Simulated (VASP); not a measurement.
# Cu5Mo (P-62m) in VASP: single point with PBE

Aim: the single point of Cu5Mo with PBE.

Everything below comes from runs of VASP 6.6.1. Logs are shortened: lines on timing, memory, paths and dates and some standing lists are left out, and cuts for length are marked.

## (1) The cell of the first run

Symmetry: P-62m, No. 189, hexagonal system. The conventional cell has a = 4.501 Å, b = 4.501 Å, c = 4.332 Å, α = 90.00°, β = 90.00°, γ = 120.00°. Cu (site symmetry m2m) has 10 Cu at 2.58 to 2.63 Å and 2 Mo at 2.64 Å within 3.4 Å. Cu (site symmetry -6) has 9 Cu at 2.60 to 2.63 Å and 3 Mo at 2.60 Å within 3.4 Å. Within 3.4 Å of Mo (site symmetry -62m) lie 12 Cu at 2.60 to 2.64 Å.

## (2) Single point, PBE

File INCAR:

```
PREC = Accurate
ENCUT = 600
EDIFF = 1E-6
ISMEAR = 0
SIGMA = 0.2
LREAL = F
LASPH = T
NELM = 120
ALGO = Normal
ISIF = 2
LWAVE = F
LCHARG = F
GGA = PE
NBANDS = 44
GGA_COMPAT = F
```

File KPOINTS:

```
Automatic mesh
0
Gamma
  4 4 4
```

File POSCAR:

```
Cu5Mo
1.0
    4.5008958144      0.0000000000      0.0000000000
   -2.2504479072      3.8978901150      0.0000000000
    0.0000000000      0.0000000000      4.3323857982
Cu Mo
5 1
Direct
    0.6628618174      0.0000000000      0.5000000000
    0.6666666667      0.3333333333      0.0000000000
    0.3371381826      0.3371381826      0.5000000000
    0.0000000000      0.6628618174      0.5000000000
    0.3333333333      0.6666666667      0.0000000000
    0.0000000000      0.0000000000      0.0000000000
```

Potentials or basis: VASP PAW PBE potentials, release 64 (Cu, Mo_sv).

Command:

```console
cat potpaw_PBE.64/Cu/POTCAR potpaw_PBE.64/Mo_sv/POTCAR > POTCAR
mpirun -np 1 vasp_std > vasp.out
```

OUTCAR:

```text
PREC = Accurate
   ENCUT = 600
   EDIFF = 1E-6
   ISMEAR = 0
   LREAL = F
   LASPH = T
   NELM = 120
   ISIF = 2
   GGA = PE

 ion  position               nearest neighbor table
   1  0.663  0.000  0.500-   4 2.58   3 2.58   3 2.58   4 2.58   3 2.63   4 2.63   2 2.63   2 2.63
                             5 2.63   5 2.63   6 2.64   6 2.64
   2  0.667  0.333  0.000-   5 2.60   6 2.60   5 2.60   6 2.60   6 2.60   5 2.60   1 2.63   1 2.63
                             4 2.63   4 2.63   3 2.63   3 2.63
   3  0.337  0.337  0.500-   1 2.58   1 2.58   4 2.58   4 2.58   4 2.63   1 2.63   5 2.63   5 2.63
                             2 2.63   2 2.63   6 2.64   6 2.64
   4  0.000  0.663  0.500-   1 2.58   1 2.58   3 2.58   3 2.58   3 2.63   1 2.63   5 2.63   5 2.63
                             2 2.63   2 2.63   6 2.64   6 2.64
   5  0.333  0.667  0.000-   2 2.60   6 2.60   2 2.60   6 2.60   6 2.60   2 2.60   4 2.63   4 2.63
                             1 2.63   1 2.63   3 2.63   3 2.63
   6  0.000  0.000  0.000-   2 2.60   5 2.60   5 2.60   2 2.60   2 2.60   5 2.60   3 2.64   4 2.64
                             4 2.64   3 2.64   1 2.64   1 2.64

  LATTYP: Found a hexagonal cell.
 ALAT       =     4.5008958144
 C/A-ratio  =     0.9625607828

  Lattice vectors:

 A1 = (   4.5008958144,   0.0000000000,   0.0000000000)
 A2 = (  -2.2504479072,   3.8978901150,   0.0000000000)
 A3 = (   0.0000000000,   0.0000000000,   4.3323857982)

Analysis of symmetry for initial positions (statically):
=====================================================================
 Subroutine PRICEL returns:
 Original cell was already a primitive cell.

 Routine SETGRP: Setting up the symmetry group for a
 hexagonal supercell.

 Subroutine GETGRP returns: Found 12 space group operations
 (whereof 12 operations were pure point group operations)
 out of a pool of 24 trial point group operations.

The static configuration has the point symmetry D_3h.

Analysis of symmetry for dynamics (positions and initial velocities):
=====================================================================
 Subroutine PRICEL returns:
 Original cell was already a primitive cell.

 Routine SETGRP: Setting up the symmetry group for a
 hexagonal supercell.

 Subroutine GETGRP returns: Found 12 space group operations
 (whereof 12 operations were pure point group operations)
 out of a pool of 24 trial point group operations.

The dynamic configuration has the point symmetry D_3h.

 Subroutine INISYM returns: Found 12 space group operations
 (whereof 12 operations are pure point group operations),
 and found     1 'primitive' translations

----------------------------------------------------------------------------------------

                                     Primitive cell

  volume of cell :      76.0074

  direct lattice vectors                    reciprocal lattice vectors
     4.500895814  0.000000000  0.000000000     0.222177993  0.128274524  0.000000000
    -2.250447907  3.897890115  0.000000000     0.000000000  0.256549048  0.000000000
     0.000000000  0.000000000  4.332385798     0.000000000  0.000000000  0.230819702

  length of vectors
     4.500895814  4.500895814  4.332385798     0.256549048  0.256549048  0.230819702

  position of ions in fractional coordinates (direct lattice)
     0.662861817  0.000000000  0.500000000
     0.666666667  0.333333333  0.000000000
     0.337138183  0.337138183  0.500000000
     0.000000000  0.662861817  0.500000000
     0.333333333  0.666666667  0.000000000
     0.000000000  0.000000000  0.000000000

  ion indices of the primitive-cell ions
   primitive index   ion index
                 1           1
                 2           2
                 3           3
                 4           4
                 5           5
                 6           6

----------------------------------------------------------------------------------------

 KPOINTS: Automatic mesh

Automatic generation of k-mesh.
 Grid dimensions read from file:
 generate k-points for:    4    4    4

 Generating k-lattice:

  Cartesian coordinates                     Fractional coordinates (reciprocal lattice)
     0.055544498  0.032068631  0.000000000     0.250000000  0.000000000  0.000000000
     0.000000000  0.064137262  0.000000000     0.000000000  0.250000000  0.000000000
     0.000000000  0.000000000  0.057704926     0.000000000  0.000000000  0.250000000

  Length of vectors
     0.064137262  0.064137262  0.057704926

  Shift w.r.t. Gamma in fractional coordinates (k-lattice)
     0.000000000  0.000000000  0.000000000

 Subroutine IBZKPT returns following result:
 ===========================================

 Found     12 irreducible k-points:

 Following reciprocal coordinates:
            Coordinates               Weight
  0.000000  0.000000  0.000000      1.000000
  0.250000  0.000000  0.000000      6.000000
  0.500000  0.000000  0.000000      3.000000
  0.250000  0.250000  0.000000      6.000000
  0.000000  0.000000  0.250000      2.000000
  0.250000  0.000000  0.250000     12.000000
  0.500000  0.000000  0.250000      6.000000
  0.250000  0.250000  0.250000     12.000000
  0.000000  0.000000  0.500000      1.000000
  0.250000  0.000000  0.500000      6.000000
  0.500000  0.000000  0.500000      3.000000
  0.250000  0.250000  0.500000      6.000000
   k-points           NKPTS =     12   k-points in BZ     NKDIM =     12   number of bands    NBANDS=     44
   number of dos      NEDOS =    301   number of ions     NIONS =      6
   total plane-waves  NPLWV =  46656
   dimension x,y,z NGX =    36 NGY =   36 NGZ =   36
   dimension x,y,z NGXF=    72 NGYF=   72 NGZF=   72
   ions per type =               5   1
   NGX,Y,Z   is equivalent  to a cutoff of  13.30, 13.30, 13.81 a.u.
   NGXF,Y,Z  is equivalent  to a cutoff of  26.59, 26.59, 27.63 a.u.
 SYSTEM =  unknown system
   PREC   = accura    normal or accurate (medium, high low for compatibility)
   ISTART =      0    job   : 0-new  1-cont  2-samecut
   ICHARG =      2    charge: 1-file 2-atom 10-const
   ISPIN  =      1    spin polarized calculation?
   LNONCOLLINEAR =      F non collinear calculations
   LSORBIT =      F    spin-orbit coupling
   LASPH  =      T    aspherical Exc in radial PAW
   ENCUT  =  600.0 eV  44.10 Ry    6.64 a.u.   8.99  8.99  8.65*2*pi/ulx,y,z
   NELM   =    120;   NELMIN=  2; NELMDL= -5     # of ELM steps
   EDIFF  = 0.1E-05   stopping-criterion for ELM
   LREAL  =      F    real-space projection
   EDIFFG = 0.1E-04   stopping-criterion for IOM
   NSW    =      0    number of steps for IOM
   IBRION =     -1    ionic relax: 0-MD 1-quasi-New 2-CG
   NFREE  =      0    steps in history (QN), initial steepest desc. (CG)
   ISIF   =      2    stress and relaxation
   ISYM   =      2    0-nonsym 1-usesym 2-fastsym
   POTIM  = 0.5000    time-step for ionic-motion
   TEBEG  =    0.0;   TEEND  =   0.0 temperature during run
   PSTRESS=    0.0 pullay stress
   NELECT =      69.0000    total number of electrons
   NUPDOWN=      -1.0000    fix difference up-down
   EMIN   =  10.00;   EMAX   =-10.00  energy-range for DOS
   EFERMI =   0.00;   METHOD = LEGACY
   ISMEAR =     0;   SIGMA  =   0.20  broadening in eV -4-tet -1-fermi 0-gaus
   EFERMI_NEDOS =   21; number of points for ismear=-14 and -15
   IALGO  =     38    algorithm
   IMIX   =      4    mixing-type and parameters
     AMIX     =   0.40;   BMIX     =  1.00
     AMIX_MAG =   1.60;   BMIX_MAG =  1.00
  volume/ion in A,a.u.               =      12.67        85.49
  Fermi-wavevector in a.u.,A,eV,Ry     =   1.585158  2.995515 34.187724  2.512727
  Thomas-Fermi vector in A             =   2.684666
   LORBIT       =      0    0 simple, 1 ext, 2 COOP (PROOUT), +10 PAW based schemes
   GGA     = PE    functional components
   LHFCALC =     F    Hartree Fock is set to
   AEXX    =    0.0000 exact exchange contribution
   IVDW    =     0    specifies the selected vdW correction
   LEPSILON=     F    determine dielectric tensor
   LRPA    =     F    only Hartree local field effects (RPA)
 non-spin polarized calculation
 Gauss-broadening in eV      SIGMA  =   0.20
  energy-cutoff  :      600.00
  volume of cell :       76.01
 maximum number of plane-waves:      2546
 NGX is ok and might be reduce to    36
   NGX = 17   NGY = 17   NGZ = 17

 number of electron      68.9999994 magnetization

 Free energy of the ion-electron system (eV)
  ---------------------------------------------------
  ext. energy  EPLUGINS =         0.00000000
  ---------------------------------------------------
  free energy    TOTEN  =       -28.26421551 eV

  energy without entropy =      -28.18878311  energy(sigma->0) =      -28.22649931

 E-fermi :   8.5754     XC(G=0): -12.7704

 val. band max:        8.5684106973   @ k =   0.0000   0.0000   0.2500
 cond. band min:       8.5916739590   @ k =   0.2500   0.0000   0.2500
 fundamental gap:      0.0232632617
 Fermi energy:         8.5753526468

 k-point     1 :       0.0000    0.0000    0.0000
  band No.  band energies     occupation
      1     -52.5480      2.00000
      2     -26.6998      2.00000
      3     -26.6998      2.00000
      4     -26.5565      2.00000
      5      -0.4701      2.00000
      6       3.1682      2.00000
[... 36 lines left out ...]
     43      15.1416      0.00000
     44      18.5187      0.00000

 k-point     2 :       0.2500    0.0000    0.0000
  band No.  band energies     occupation
      1     -52.5478      2.00000
      2     -26.7035      2.00000
      3     -26.7000      2.00000
      4     -26.5564      2.00000
      5       0.2096      2.00000
      6       3.5718      2.00000
[... 36 lines left out ...]
     43      15.7381      0.00000
     44      16.6960      0.00000

 k-point     3 :       0.5000    0.0000    0.0000
  band No.  band energies     occupation
      1     -52.5476      2.00000
      2     -26.7072      2.00000
      3     -26.7002      2.00000
      4     -26.5562      2.00000
      5       1.9302      2.00000
      6       2.0331      2.00000
[... 412 lines left out ...]
     43      20.1189      0.00000
     44      20.4943      0.00000

 k-point    12 :       0.2500    0.2500    0.5000
  band No.  band energies     occupation
      1     -52.5474      2.00000
      2     -26.7043      2.00000
      3     -26.7009      2.00000
      4     -26.5638      2.00000
      5       2.7668      2.00000
      6       2.9922      2.00000
[... 36 lines left out ...]
     43      17.4315      0.00000
     44      17.8856      0.00000

------------------------ aborting loop because EDIFF is reached ----------------------------------------

  FORCE on cell =-STRESS in cart. coord.  units (eV):
  Direction    XX          YY          ZZ          XY          YZ          ZX
  --------------------------------------------------------------------------------------
  -------------------------------------------------------------------------------------
  Total        0.4919626      0.4919626      0.4730402      0.0000000      0.0000000      0.0000000
  in kB       10.3701962     10.3701962      9.9713279      0.0000000      0.0000000      0.0000000
  external PRESSURE =      10.2372401 kB  Pullay stress =       0.0000000 kB

 VOLUME and BASIS-vectors are now :
 -----------------------------------------------------------------------------
  energy-cutoff  :      600.00
  volume of cell :       76.01
      direct lattice vectors                 reciprocal lattice vectors
     4.500895814  0.000000000  0.000000000     0.222177993  0.128274524  0.000000000
    -2.250447907  3.897890115  0.000000000     0.000000000  0.256549048  0.000000000
     0.000000000  0.000000000  4.332385798     0.000000000  0.000000000  0.230819702

 POSITION                                       TOTAL-FORCE (eV/Angst)
 -----------------------------------------------------------------------------------
      2.98347      0.00000      2.16619         0.002795      0.000000      0.000000
      2.25045      1.29930      0.00000        -0.000000      0.000000      0.000000
      0.75871      1.31413      2.16619        -0.001398     -0.002421     -0.000000
     -1.49174      2.58376      2.16619        -0.001398      0.002421      0.000000
     -0.00000      2.59859      0.00000        -0.000000      0.000000      0.000000
      0.00000      0.00000      0.00000        -0.000000     -0.000000      0.000000
 -----------------------------------------------------------------------------------
    total drift:                               -0.000001     -0.000001     -0.000000

  FREE ENERGIE OF THE ION-ELECTRON SYSTEM (eV)
  ---------------------------------------------------
  free  energy   TOTEN  =       -28.2642155143 eV

  energy  without entropy=      -28.1887831064  energy(sigma->0) =      -28.22649931
```

It took 33 s on 1 thread of Intel Xeon 6975P-C (Granite Rapids), shared host; peak memory 0.21 GiB.

What came out:

- Free energy: -28.2642 eV
- Pressure: 1.0 GPa

Forces on the atoms (eV/Å):
```
Cu   0.003  0.000  0.000
Cu   0.000  0.000  0.000
Cu  -0.001 -0.002  0.000
Cu  -0.001  0.002  0.000
Cu   0.000  0.000  0.000
Mo   0.000  0.000  0.000
```

Levels at points of the mesh, in eV from the Fermi level:
```csv
k point,band 30,band 31,band 32,band 33,band 34,band 35,band 36,band 37,band 38,band 39
"(0.00, 0.00, 0.00)",-2.15,-1.27,-1.27,-0.92,-0.74,0.22,0.22,2.61,3.39,3.39
"(0.50, 0.00, 0.00)",-2.08,-2.07,-1.78,-0.75,0.12,0.25,0.37,0.49,2.83,3.72
"(0.00, 0.00, 0.50)",-2.19,-2.19,-1.66,-1.66,-0.26,-0.26,0.57,3.57,4.25,5.28
"(0.50, 0.00, 0.50)",-1.92,-1.78,-1.65,-1.65,-0.55,0.30,0.33,0.46,0.89,1.42
```

Caveat: the k points lie up to 0.40 Å⁻¹ apart.
